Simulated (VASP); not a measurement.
# SiSn7 (P-43m) in VASP: a series of runs, part 2 of 2

VASP 6.6.1. The steps go on from the part before.

### Step 4. Relaxation of cell and atoms, PBE

This run uses another cell than the first one, of 32.01 Å³/atom.

INCAR

```
SYSTEM = SiSn7
PREC     = Accurate       ! precision mode
ENCUT    = 600            ! plane-wave cutoff, eV
EDIFF    = 1E-6           ! SCF threshold, eV
ISMEAR   = 0              ! smearing method
SIGMA    = 0.2            ! smearing width, eV
LREAL    = .FALSE.        ! projectors in reciprocal space
LASPH    = .TRUE.         ! aspherical terms in the spheres
NELM     = 80             ! most SCF steps
ALGO     = Normal         ! electronic algorithm
ISIF     = 3              ! what is computed and relaxed
LWAVE    = .FALSE.        ! write WAVECAR
LCHARG   = .FALSE.        ! write CHGCAR
GGA      = PE             ! functional
IBRION   = 2              ! ionic algorithm
NSW      = 36             ! ionic steps
EDIFFG   = -0.08          ! ionic threshold
```

KPOINTS

```
regular mesh
0
G
  3 3 3
  0 0 0
```

POSCAR

```
SiSn7
1.0
    6.3500000000      0.0000000000      0.0000000000
    0.0000000000      6.3500000000      0.0000000000
    0.0000000000      0.0000000000      6.3500000000
Si Sn
1 7
Direct
    0.0000000000      0.0000000000      0.0000000000
    0.0000000000      0.5000000000      0.5000000000
    0.2500000000      0.7500000000      0.7500000000
    0.5000000000      0.0000000000      0.5000000000
    0.7500000000      0.2500000000      0.7500000000
    0.7500000000      0.7500000000      0.2500000000
    0.5000000000      0.5000000000      0.0000000000
    0.2500000000      0.2500000000      0.2500000000
```

Potentials or basis: VASP PAW PBE potentials, release 64 (Si, Sn_d).

The run is started by

```
$ cat potpaw_PBE.64/Si/POTCAR potpaw_PBE.64/Sn_d/POTCAR > POTCAR
$ mpirun -np 1 vasp_std > vasp.out
```

OUTCAR:

```text
SYSTEM = SiSn7
   PREC = Accurate
   ENCUT = 600
   EDIFF = 1E-6
   ISMEAR = 0
   LREAL = .FALSE.
   LASPH = .TRUE.
   NELM = 80
   ISIF = 3
   GGA = PE
   IBRION = 2
   NSW = 36
   EDIFFG = -0.08

 ion  position               nearest neighbor table
   1  0.000  0.000  0.000-   3 2.75   5 2.75   6 2.75   8 2.75
   2  0.000  0.500  0.500-   3 2.75   5 2.75   6 2.75   8 2.75
   3  0.250  0.750  0.750-   1 2.75   2 2.75   4 2.75   7 2.75
   4  0.500  0.000  0.500-   3 2.75   5 2.75   6 2.75   8 2.75
   5  0.750  0.250  0.750-   1 2.75   2 2.75   4 2.75   7 2.75
   6  0.750  0.750  0.250-   1 2.75   2 2.75   4 2.75   7 2.75
   7  0.500  0.500  0.000-   3 2.75   5 2.75   6 2.75   8 2.75
   8  0.250  0.250  0.250-   1 2.75   2 2.75   4 2.75   7 2.75

  LATTYP: Found a simple cubic cell.
 ALAT       =     6.3500000000

  Lattice vectors:

 A1 = (   6.3500000000,   0.0000000000,   0.0000000000)
 A2 = (   0.0000000000,   6.3500000000,   0.0000000000)
 A3 = (   0.0000000000,   0.0000000000,   6.3500000000)

Analysis of symmetry for initial positions (statically):
=====================================================================
 Subroutine PRICEL returns:
 Original cell was already a primitive cell.

 Routine SETGRP: Setting up the symmetry group for a
 simple cubic supercell.

 Subroutine GETGRP returns: Found 24 space group operations
 (whereof 24 operations were pure point group operations)
 out of a pool of 48 trial point group operations.

The static configuration has the point symmetry T_d .

Analysis of symmetry for dynamics (positions and initial velocities):
=====================================================================
 Subroutine PRICEL returns:
 Original cell was already a primitive cell.

 Routine SETGRP: Setting up the symmetry group for a
 simple cubic supercell.

 Subroutine GETGRP returns: Found 24 space group operations
 (whereof 24 operations were pure point group operations)
 out of a pool of 48 trial point group operations.

The dynamic configuration has the point symmetry T_d .

 Subroutine INISYM returns: Found 24 space group operations
 (whereof 24 operations are pure point group operations),
 and found     1 'primitive' translations
[... 112 lines left out ...]
   LHFCALC =     F    Hartree Fock is set to
   AEXX    =    0.0000 exact exchange contribution
   IVDW    =     0    specifies the selected vdW correction
   LEPSILON=     F    determine dielectric tensor
   LRPA    =     F    only Hartree local field effects (RPA)
 conjugate gradient relaxation of ions
 non-spin polarized calculation
 Gauss-broadening in eV      SIGMA  =   0.20
  energy-cutoff  :      600.00
  volume of cell :      256.05
 maximum number of plane-waves:      8566
 NGX is ok and might be reduce to    54
   NGX = 25   NGY = 25   NGZ = 25

--------------------------------------- Ionic step        1  -------------------------------------------

 number of electron     102.0000018 magnetization

 Free energy of the ion-electron system (eV)
  ---------------------------------------------------
  ext. energy  EPLUGINS =         0.00000000
  ---------------------------------------------------
  free energy    TOTEN  =       -31.19248766 eV

  energy without entropy =      -31.16914194  energy(sigma->0) =      -31.18081480

------------------------ aborting loop because EDIFF is reached ----------------------------------------

  FORCE on cell =-STRESS in cart. coord.  units (eV):
  Direction    XX          YY          ZZ          XY          YZ          ZX
  --------------------------------------------------------------------------------------
  -------------------------------------------------------------------------------------
  Total        6.5845555      6.5845555      6.5845555      0.0000000     -0.0000000      0.0000000
  in kB       41.2017698     41.2017698     41.2017698      0.0000000     -0.0000000      0.0000000
  external PRESSURE =      41.2017698 kB  Pullay stress =       0.0000000 kB
[... 113 lines left out ...]
--------------------------------------- Ionic step        4  -------------------------------------------

 number of electron     102.0000008 magnetization

 E-fermi :   4.8604     XC(G=0):  -8.6019

 val. band max:        4.4496810351   @ k =   0.3333   0.3333   0.0000
 cond. band min:       4.9869256108   @ k =   0.3333   0.3333   0.3333
 fundamental gap:      0.5372445756
 Fermi energy:         4.8603936511

 k-point     1 :       0.0000    0.0000    0.0000
  band No.  band energies     occupation
      1     -16.6651      2.00000
      2     -16.6651      2.00000
      3     -16.6651      2.00000
      4     -16.6520      2.00000
      5     -16.6520      2.00000
      6     -16.6520      2.00000
[... 286 lines left out ...]
--------------------------------------- Ionic step        5  -------------------------------------------

 number of electron     102.0000018 magnetization

 Free energy of the ion-electron system (eV)
  ---------------------------------------------------
  ext. energy  EPLUGINS =         0.00000000
  ---------------------------------------------------
  free energy    TOTEN  =       -31.73381896 eV

  energy without entropy =      -31.70230758  energy(sigma->0) =      -31.71806327

 E-fermi :   5.0141     XC(G=0):  -8.6654

 val. band max:        4.6097810155   @ k =   0.3333   0.3333   0.0000
 cond. band min:       5.1393918256   @ k =   0.0000   0.0000   0.0000
 fundamental gap:      0.5296108101
 Fermi energy:         5.0140726932

 k-point     1 :       0.0000    0.0000    0.0000
  band No.  band energies     occupation
      1     -16.5219      2.00000
      2     -16.5219      2.00000
      3     -16.5219      2.00000
      4     -16.5159      2.00000
      5     -16.5159      2.00000
      6     -16.5159      2.00000
[... 280 lines left out ...]
  FREE ENERGIE OF THE ION-ELECTRON SYSTEM (eV)
  ---------------------------------------------------
  free  energy   TOTEN  =       -31.7338189571 eV

  energy  without entropy=      -31.7023075800  energy(sigma->0) =      -31.71806327

 reached required accuracy - stopping structural energy minimisation
```

Run time: 4.6 min. Hardware: 1 thread of AMD EPYC 9R45 (Zen 5), shared host; peak memory 0.41 GiB.

What came out:

```yaml
Free_energy: -31.7338 eV
Relaxed_volume: 34.43 Å³/atom
Relaxed_cell: a = 6.507 Å, b = 6.507 Å, c = 6.507 Å, α = 90.00°, β = 90.00°, γ = 90.00°
Space_group_after_relaxing_to_0.1_Å: P-43m (No. 215)
Energy_gained_by_relaxing: 67.7 meV/atom
Ionic_steps: 5
Pressure_after_relaxing: 0.1 GPa
Band_gap_on_the_k_mesh: zero (filled and empty bands touch)
```

The path:
| step | energy change (eV) | largest force (eV/Å) | pressure (GPa) | volume (Å³) |
| --- | --- | --- | --- | --- |
| 1 | 0.0000 | 1.2328 | 4.12 | 256.05 |
| 2 | -0.4179 | 0.5032 | -1.35 | 287.78 |
| 3 | -0.4302 | 0.6002 | -0.67 | 282.56 |
| 4 | -0.5040 | 0.3648 | -0.38 | 279.53 |
| 5 | -0.5413 | 0.0064 | 0.13 | 275.48 |

Final structure:
```
Si Sn
1.0
     6.50670    0.00000    0.00000
     0.00000    6.50670    0.00000
     0.00000    0.00000    6.50670
Si Sn
1 7
Direct
  0.00000 0.00000 0.00000
  0.00000 0.50000 0.50000
  0.23859 0.76141 0.76141
  0.50000 0.00000 0.50000
  0.76141 0.23859 0.76141
  0.76141 0.76141 0.23859
  0.50000 0.50000 0.00000
  0.23859 0.23859 0.23859
```

Caveat: semilocal functionals underestimate gaps, and a narrow one can read as zero; spin-orbit coupling is left out, which moves the levels of the heavy elements.

### Step 5. Single point, PBE

This run uses another cell than the first one, of 34.42 Å³/atom.

INCAR

```
SYSTEM = SiSn7
PREC = Accurate
ENCUT = 520
EDIFF = 1E-6
ISMEAR = 0
SIGMA = 0.1
LREAL = .False.
LASPH = .True.
NELM = 60
ALGO = Fast
ISIF = 2
LWAVE = .False.
LCHARG = .False.
GGA = PE
NBANDS = 61
```

KPOINTS

```
regular mesh
0
Gamma
  6 6 6
  0 0 0
```

POSCAR

```
SiSn7
1.0
    6.5054857021      0.0000000000      0.0000000000
    0.0000000000      6.5054857021      0.0000000000
    0.0000000000      0.0000000000      6.5054857021
Si Sn
1 7
Direct
    0.0000000000      0.0000000000      0.0000000000
    0.0000000000      0.5000000000      0.5000000000
    0.2384759430      0.7615240570      0.7615240570
    0.5000000000      0.0000000000      0.5000000000
    0.7615240570      0.2384759430      0.7615240570
    0.7615240570      0.7615240570      0.2384759430
    0.5000000000      0.5000000000      0.0000000000
    0.2384759430      0.2384759430      0.2384759430
```

The run is started by

```
$ cat potpaw_PBE.64/Si/POTCAR potpaw_PBE.64/Sn_d/POTCAR > POTCAR
$ mpirun -np 1 vasp_std > vasp.out
```

Wall time 3.9 min (1 thread of AMD EPYC 9R45 (Zen 5), shared host); peak memory 0.42 GiB.

Results (log left out):

- Free energy: -31.8577 eV
- Pressure: 0.0 GPa
- Largest force: 0.009 eV/Å
- Band gap on the k mesh: zero (bands 51 and 52 overlap by 0.30 eV)

Forces in eV/Å, atoms in the order of the input:
```
Si   0.000  0.000  0.000
Sn   0.000  0.000  0.000
Sn   0.005 -0.005 -0.005
Sn   0.000  0.000  0.000
Sn  -0.005  0.005 -0.005
Sn  -0.005 -0.005  0.005
Sn   0.000  0.000  0.000
Sn   0.005  0.005  0.005
```

Levels at points of the mesh, in eV from the Fermi level:
```
           k point  band 49  band 50  band 51  band 52  band 53  band 54
(0.00, 0.00, 0.00)    -0.87     0.07     0.07     0.07     0.65     0.65
(0.50, 0.00, 0.00)    -1.70    -1.29    -1.29     0.91     1.08     2.02
(0.50, 0.50, 0.00)    -1.34    -1.08    -0.76     1.20     1.32     1.74
(0.50, 0.50, 0.50)    -0.94    -0.74    -0.74    -0.23    -0.02    -0.02
```

Caveat: semilocal functionals underestimate gaps, and a narrow one can read as zero; spin-orbit coupling is left out, which moves the levels of the heavy elements.

### Step 6. Single point, PBE

This run uses another cell than the first one, of 34.42 Å³/atom.

INCAR

```
SYSTEM = SiSn7
PREC = Accurate ; ENCUT = 520
EDIFF = 1E-6 ; ISMEAR = 0
SIGMA = 0.1 ; LREAL = .False.
LASPH = .True. ; NELM = 80
ALGO = Fast ; ISIF = 2
LWAVE = .False. ; LCHARG = .False.
GGA = PE ; NBANDS = 61
```

KPOINTS

```
Automatic mesh
0
Gamma
  6 6 6
  0 0 0
```

POSCAR

```
SiSn7
1.0
    6.5059992316      0.0000000000      0.0000000000
    0.0000000000      6.5059992316      0.0000000000
    0.0000000000      0.0000000000      6.5059992316
Si Sn
1 7
Direct
    0.0000000000      0.0000000000      0.0000000000
    0.0000000000      0.5000000000      0.5000000000
    0.2385864933      0.7614135067      0.7614135067
    0.5000000000      0.0000000000      0.5000000000
    0.7614135067      0.2385864933      0.7614135067
    0.7614135067      0.7614135067      0.2385864933
    0.5000000000      0.5000000000      0.0000000000
    0.2385864933      0.2385864933      0.2385864933
```

Potentials or basis: VASP PAW PBE potentials, release 64 (Si, Sn_d).

The run is started by

```
$ cat potpaw_PBE.64/Si/POTCAR potpaw_PBE.64/Sn_d/POTCAR > POTCAR
$ mpirun -np 1 vasp_std > vasp.out
```

Wall time 3.9 min (1 thread of AMD EPYC 9R45 (Zen 5), shared host); peak memory 0.43 GiB.

It converged, with:

```
Free energy            : -31.8577 eV
Pressure               : -0.1 GPa
Band gap on the k mesh : zero (bands 51 and 52 overlap by 0.30 eV)
```

Levels at points of the mesh, in eV from the Fermi level:
| k point | band 47 | band 48 | band 49 | band 50 | band 51 | band 52 | band 53 | band 54 | band 55 | band 56 |
| --- | --- | --- | --- | --- | --- | --- | --- | --- | --- | --- |
| (0.00, 0.00, 0.00) | -2.23 | -2.23 | -0.87 | 0.07 | 0.07 | 0.07 | 0.65 | 0.65 | 0.85 | 0.85 |
| (0.50, 0.00, 0.00) | -2.84 | -1.69 | -1.69 | -1.29 | -1.29 | 0.91 | 1.08 | 2.02 | 2.13 | 3.18 |
| (0.50, 0.50, 0.00) | -2.70 | -1.33 | -1.33 | -1.08 | -0.76 | 1.20 | 1.32 | 1.74 | 1.74 | 3.54 |
| (0.50, 0.50, 0.50) | -0.94 | -0.94 | -0.94 | -0.75 | -0.75 | -0.23 | -0.02 | -0.02 | -0.02 | 2.88 |

Caveat: semilocal functionals underestimate gaps, and a narrow one can read as zero; spin-orbit coupling is left out, which moves the levels of the heavy elements.

### Step 7. The runs side by side

| task | cell | k mesh | cutoff (eV) | smearing | gap on the mesh (eV) | pressure (GPa) | largest force (eV/Å) |
| --- | --- | --- | --- | --- | --- | --- | --- |
| single point | a = 6.518 Å, 8 atoms, atomic positions A | 3 × 3 × 3 | 520 | gaussian 0.2 eV | none | -0.1 | - |
| single point | a = 6.505 Å, 8 atoms, atomic positions A | 4 × 4 × 4 | 520 | gaussian 0.2 eV | none | 0.0 | 0.01 |
| relaxation of cell and atoms | relaxed from a = 6.350 Å, 8 atoms, atomic positions B | 3 × 3 × 3 | 600 | gaussian 0.2 eV | none | 0.1 | - |
| single point | a = 6.505 Å, 8 atoms, atomic positions A | 6 × 6 × 6 | 520 | gaussian 0.1 eV | none | 0.0 | 0.01 |
| single point | a = 6.506 Å, 8 atoms, atomic positions C | 6 × 6 × 6 | 520 | gaussian 0.1 eV | none | -0.1 | - |

Alike in all rows: level PBE; potentials or basis VASP PAW PBE potentials, release 64 (Si, Sn_d); no spin polarisation.

Caveats: semilocal functionals underestimate gaps, and a narrow one can read as zero; spin-orbit coupling is left out, which moves the levels of the heavy elements.

Total energies depend on the potentials used, so only differences within one code and one set of settings carry meaning.

The gap in the log of VASP goes by the Fermi energy; the results here count the filled bands.